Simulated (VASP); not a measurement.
# HfN (P4/nmm) in VASP: a series of runs, part 2 of 2

VASP 6.6.1. The steps go on from the part before.

## Step 3: Single point, PBE (volume scaled by 1.040)

INCAR reads:

```
SYSTEM = HfN
PREC = Accurate ; ENCUT = 520
EDIFF = 1E-7 ; ISMEAR = 0
SIGMA = 0.05 ; LREAL = .False.
LASPH = .True. ; NELM = 100
ALGO = Normal ; ISIF = 2
LWAVE = .False. ; LCHARG = .False.
GGA = PE ; NBANDS = 23
```

KPOINTS reads:

```
Automatic mesh
0
Gamma
  10 10 8
  0 0 0
```

POSCAR reads:

```
HfN
1.0
    3.8772083436      0.0000000000      0.0000000000
    0.0000000000      3.8772083436      0.0000000000
    0.0000000000      0.0000000000      4.9583524989
Hf N
2 2
Direct
    0.5000000000      0.0000000000      0.1714669971
    0.0000000000      0.5000000000      0.8285330029
    0.0000000000      0.0000000000      0.0000000000
    0.5000000000      0.5000000000      0.0000000000
```

Potentials or basis: VASP PAW PBE potentials, release 64 (Hf_pv, N).

Started as:

```
$ cat potpaw_PBE.64/Hf_pv/POTCAR potpaw_PBE.64/N/POTCAR > POTCAR
$ mpirun -np 1 vasp_std > vasp.out
```

Wall time 2.9 min (1 thread of Intel Xeon Platinum 8259CL at 2.50GHz (Skylake/Cascade Lake), shared host); peak memory 0.28 GiB.

Results (log left out):

| Item | Value |
| --- | --- |
| Free energy | -41.2071 eV |
| Pressure | -3.5 GPa |
| Largest force | 0.177 eV/Å |
| Band gap on the k mesh | zero (band 15 reaches 4.80 eV, above the bottom of band 16 at 2.62 eV) |

Forces on the atoms (eV/Å):
```
Hf   0.000  0.000 -0.177
Hf   0.000  0.000  0.177
N    0.000  0.000  0.000
N    0.000  0.000  0.000
```

Stress tensor (GPa, compression positive):
```
-3.85  0.00  0.00
 0.00 -3.85  0.00
 0.00  0.00 -2.92
```

Levels at points of the mesh, in eV from the Fermi level:
```
           k point  band 11  band 12  band 13  band 14  band 15  band 16  band 17  band 18  band 19  band 20
(0.00, 0.00, 0.00)    -5.32    -4.38    -2.44    -2.44    -2.32     0.49     2.82     3.57     3.57     3.90
(0.50, 0.00, 0.00)    -4.74    -4.74    -3.75    -3.75    -1.12    -1.12     2.71     2.71     2.77     2.77
(0.50, 0.50, 0.00)    -3.54    -3.54    -2.73    -2.73     0.00     0.00     0.27     0.27     3.01     3.01
(0.00, 0.00, 0.50)    -5.32    -4.52    -2.57    -2.57    -1.24     0.59     2.74     3.67     3.68     3.68
(0.50, 0.00, 0.50)    -4.80    -4.80    -4.07    -4.07     0.13     0.13     2.03     2.03     3.33     3.33
(0.50, 0.50, 0.50)    -3.54    -3.54    -3.15    -3.15     1.07     1.07     1.13     1.13     1.76     1.76
```

Caveat: spin-orbit coupling is left out, which moves the levels of the heavy elements.

## Step 4: Single point, PBE (volume scaled by 1.070)

INCAR reads:

```
PREC = Accurate
ENCUT = 520
EDIFF = 1E-6
ISMEAR = 0
SIGMA = 0.05
LREAL = F
LASPH = T
NELM = 60
ALGO = Normal
ISIF = 2
LWAVE = F
LCHARG = T
GGA = PE
LELF = T
LVHAR = T
NBANDS = 23
```

KPOINTS reads:

```
Automatic mesh
0
Gamma
  10 10 8
```

POSCAR reads:

```
HfN
1.0
    3.8909326921      0.0000000000      0.0000000000
    0.0000000000      3.8909326921      0.0000000000
    0.0000000000      0.0000000000      5.0654575214
Hf N
2 2
Direct
    0.5000000000      0.0000000000      0.1676049074
    0.0000000000      0.5000000000      0.8323950926
    0.0000000000      0.0000000000      0.0000000000
    0.5000000000      0.5000000000      0.0000000000
```

Potentials or basis: VASP PAW PBE potentials, release 64 (Hf_pv, N).

Started as:

```
$ cat potpaw_PBE.64/Hf_pv/POTCAR potpaw_PBE.64/N/POTCAR > POTCAR
$ mpirun -np 1 vasp_std > vasp.out
```

OUTCAR:

```text
PREC = Accurate
   ENCUT = 520
   EDIFF = 1E-6
   ISMEAR = 0
   LREAL = F
   LASPH = T
   NELM = 60
   ISIF = 2
   GGA = PE

 ion  position               nearest neighbor table
   1  0.500  0.000  0.168-   3 2.12   4 2.12   4 2.12   3 2.12   2 3.23   2 3.23   2 3.23   2 3.23

   2  0.000  0.500  0.832-   3 2.12   4 2.12   3 2.12   4 2.12   1 3.23   1 3.23   1 3.23   1 3.23

   3  0.000  0.000  0.000-   1 2.12   2 2.12   2 2.12   1 2.12
   4  0.500  0.500  0.000-   1 2.12   2 2.12   1 2.12   2 2.12
[... 820 lines left out ...]
     22       8.0592      0.00000
     23       8.6635      0.00000

 [... further k-points ...]
[... 5 lines left out ...]
  --------------------------------------------------------------------------------------
  -------------------------------------------------------------------------------------
  Total       -2.4790769     -2.4790769     -2.0624396      0.0000000      0.0000000     -0.0000000
  in kB      -51.7934056    -51.7934056    -43.0889300      0.0000000      0.0000000     -0.0000000
  external PRESSURE =     -48.8919137 kB  Pullay stress =       0.0000000 kB

 VOLUME and BASIS-vectors are now :
 -----------------------------------------------------------------------------
  energy-cutoff  :      520.00
  volume of cell :       76.69
      direct lattice vectors                 reciprocal lattice vectors
     3.890932692  0.000000000  0.000000000     0.257007787  0.000000000  0.000000000
     0.000000000  3.890932692  0.000000000     0.000000000  0.257007787  0.000000000
     0.000000000  0.000000000  5.065457521     0.000000000  0.000000000  0.197415534

 POSITION                                       TOTAL-FORCE (eV/Angst)
 -----------------------------------------------------------------------------------
      1.94547      0.00000      0.84900         0.000000      0.000000     -0.179816
      0.00000      1.94547      4.21646        -0.000000      0.000000      0.179816
      0.00000      0.00000      0.00000        -0.000000      0.000000      0.000000
      1.94547      1.94547      0.00000        -0.000000     -0.000000      0.000000
 -----------------------------------------------------------------------------------
    total drift:                                0.000000      0.000000     -0.000000

  FREE ENERGIE OF THE ION-ELECTRON SYSTEM (eV)
  ---------------------------------------------------
  free  energy   TOTEN  =       -41.1631950469 eV

  energy  without entropy=      -41.1615551159  energy(sigma->0) =      -41.16237508
```

Run time: 2.5 min. Hardware: 1 thread of Intel Xeon Platinum 8259CL at 2.50GHz (Skylake/Cascade Lake), shared host; peak memory 0.29 GiB.

What came out:

| Item | Value |
| --- | --- |
| Free energy | -41.1632 eV |
| Pressure | -4.9 GPa |
| Largest force | 0.180 eV/Å |
| Band gap on the k mesh | zero (band 15 reaches 4.64 eV, above the bottom of band 16 at 2.50 eV) |

Forces in eV/Å, atoms in the order of the input:
```
Hf   0.000  0.000 -0.180
Hf   0.000  0.000  0.180
N    0.000  0.000  0.000
N    0.000  0.000  0.000
```

Caveat: spin-orbit coupling is left out, which moves the levels of the heavy elements.

## Step 5: Single point, PBE (volume scaled by 1.100)

INCAR reads:

```
SYSTEM = HfN
PREC = Accurate ; ENCUT = 520
EDIFF = 1E-6 ; ISMEAR = 0
SIGMA = 0.05 ; LREAL = .FALSE.
LASPH = .TRUE. ; NELM = 100
ALGO = Normal ; ISIF = 2
LWAVE = .FALSE. ; LCHARG = .FALSE.
GGA = PE ; NBANDS = 23
```

KPOINTS reads:

```
regular mesh
0
G
  10 10 8
  0 0 0
```

POSCAR reads:

```
HfN
1.0
    3.9075720578      0.0000000000      0.0000000000
    0.0000000000      3.9075720578      0.0000000000
    0.0000000000      0.0000000000      5.1632247606
Hf N
2 2
Direct
    0.5000000000      0.0000000000      0.1634939038
    0.0000000000      0.5000000000      0.8365060962
    0.0000000000      0.0000000000      0.0000000000
    0.5000000000      0.5000000000      0.0000000000
```

Started as:

```
$ cat potpaw_PBE.64/Hf_pv/POTCAR potpaw_PBE.64/N/POTCAR > POTCAR
$ mpirun -np 1 vasp_std > vasp.out
```

Wall time 2.9 min (1 thread of Intel Xeon Platinum 8259CL at 2.50GHz (Skylake/Cascade Lake), shared host); peak memory 0.29 GiB.

Results (log left out):

```yaml
Free_energy: -41.1025 eV
Pressure: -6.0 GPa
Largest_force: 0.179 eV/Å
Band_gap_on_the_k_mesh: zero (band 15 reaches 4.47 eV, above the bottom of band 16 at 2.40 eV)
```

Forces on the atoms (eV/Å):
```
Hf   0.000  0.000 -0.179
Hf   0.000  0.000  0.179
N    0.000  0.000  0.000
N    0.000  0.000  0.000
```

Stress tensor (GPa, compression positive):
```
-6.34  0.00  0.00
 0.00 -6.34  0.00
 0.00  0.00 -5.41
```

Levels at points of the mesh, in eV from the Fermi level:
| k point | band 11 | band 12 | band 13 | band 14 | band 15 | band 16 | band 17 | band 18 | band 19 | band 20 |
| --- | --- | --- | --- | --- | --- | --- | --- | --- | --- | --- |
| (0.00, 0.00, 0.00) | -5.41 | -4.46 | -2.61 | -2.61 | -2.31 | 0.30 | 2.56 | 3.53 | 3.53 | 3.65 |
| (0.50, 0.00, 0.00) | -4.85 | -4.85 | -3.89 | -3.89 | -1.06 | -1.06 | 2.48 | 2.48 | 2.68 | 2.68 |
| (0.50, 0.50, 0.00) | -3.71 | -3.71 | -2.90 | -2.90 | 0.08 | 0.08 | 0.20 | 0.20 | 2.68 | 2.68 |
| (0.00, 0.00, 0.50) | -5.41 | -4.56 | -2.69 | -2.69 | -1.36 | 0.36 | 2.26 | 3.50 | 3.55 | 3.55 |
| (0.50, 0.00, 0.50) | -4.89 | -4.89 | -4.15 | -4.15 | 0.09 | 0.09 | 1.63 | 1.63 | 3.09 | 3.09 |
| (0.50, 0.50, 0.50) | -3.71 | -3.71 | -3.22 | -3.22 | 1.00 | 1.00 | 1.12 | 1.12 | 1.55 | 1.55 |

Caveat: spin-orbit coupling is left out, which moves the levels of the heavy elements.

## Step 6: Overview

```tsv
cell	gap on the mesh (eV)	pressure (GPa)	largest force (eV/Å)
a = 3.868, b = 3.868, c = 4.887 Å, 4 atoms	none	-2.5	0.18
a = 3.877, b = 3.877, c = 4.958 Å, 4 atoms	none	-3.5	0.18
a = 3.891, b = 3.891, c = 5.065 Å, 4 atoms	none	-4.9	0.18
a = 3.908, b = 3.908, c = 5.163 Å, 4 atoms	none	-6.0	0.18
```

Alike in all rows: task single point; level PBE; potentials or basis VASP PAW PBE potentials, release 64 (Hf_pv, N); no spin polarisation; k mesh 10 × 10 × 8; cutoff (eV) 520; smearing gaussian 0.05 eV.

Caveats: spin-orbit coupling is left out, which moves the levels of the heavy elements.

Absolute energies hang on the potentials; compare differences alone.
